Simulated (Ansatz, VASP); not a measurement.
**AlAs5 in VASP and in Ansatz**

The input INCAR:

```
PREC = Accurate ; ENCUT = 520
EDIFF = 1E-6 ; ISMEAR = 0
SIGMA = 0.1 ; LREAL = False
LASPH = True ; NELM = 60
ALGO = Normal ; ISIF = 2
LWAVE = False ; LCHARG = True
GGA = PE ; LELF = True
LVHAR = True ; NBANDS = 23
```

The input KPOINTS:

```
regular mesh
0
Gamma
  3 3 4
```

Contents of POSCAR:

```
AlAs5
1.0
    5.9341452200      0.0000000000      0.0000000000
   -2.9670726100      5.1391205100      0.0000000000
    0.0000000000      0.0000000000      5.3359787200
Al As
1 5
Direct
    0.0000000000      0.0000000000      0.5000000000
    0.0000000000      0.3345335700      0.0000000000
    0.6654664300      0.6654664300      0.0000000000
    0.3345335700      0.0000000000      0.0000000000
    0.6666666700      0.3333333300      0.5000000000
    0.3333333300      0.6666666700      0.5000000000
```

Input for Ansatz:

```yaml
crystal:
  lattice:
    - [5.93414522, 0.0, 0.0]
    - [-2.96707261, 5.13912051, 0.0]
    - [0.0, 0.0, 5.33597872]
  atoms:
    - { symbol: Al, position: [0.0, 0.0, 0.5] }
    - { symbol: As, position: [0.0, 0.33453357, 0.0] }
    - { symbol: As, position: [0.66546643, 0.66546643, 0.0] }
    - { symbol: As, position: [0.33453357, 0.0, 0.0] }
    - { symbol: As, position: [0.66666667, 0.33333333, 0.5] }
    - { symbol: As, position: [0.33333333, 0.66666667, 0.5] }
basis:
  ecutwfc: 420
kpoints:
  mp_grid: { grid: [3, 3, 4] }
hamiltonian:
  xc: pbe
scf:
  occupations: { method: gaussian, width: 0.1 }
  lower_state_search: "off"
output:
  forces: true
  stress: true
  eigenvalues: true
```

Change from the starting cell: species swapped into the Mg5Sn type (P-62m, No. 189).

Alike in both runs: task single point; functional PBE; k mesh 3 × 3 × 4; occupations gaussian, width 0.1 eV; no spin polarisation.

|  | VASP | Ansatz |
| --- | --- | --- |
| version | VASP 6.6.1 | Ansatz 0.2.0 |
| potentials or method | VASP PAW PBE potentials, release 64 (Al, As), cutoff 520 eV | scalar-relativistic, plane waves, PAW |
| valence electrons in the cell | 28 | 78 |

|  | VASP | Ansatz | Ansatz less VASP |
| --- | --- | --- | --- |
| gap on the k mesh at the Fermi level (eV) | none | none | - |
| pressure (GPa) | -12.9 | -12.9 | +0.01 |
| traceless stress, the component that is largest in VASP (GPa) | -0.36 | -0.36 | -0.001 |
| rms of the force components (eV/Å) | 0.106 | 0.106 | +0.0003 |

Atom by atom the forces differ by 0.000 eV/Å (rms over components). A gap of «none» marks a metal or a gap that the smearing closes. VASP's potentials hold 28 valence electrons a cell and Ansatz's 78, so a difference there can come from the potentials and not from the codes.

The k mesh is coarse, so the values compare programs but aren't converged.
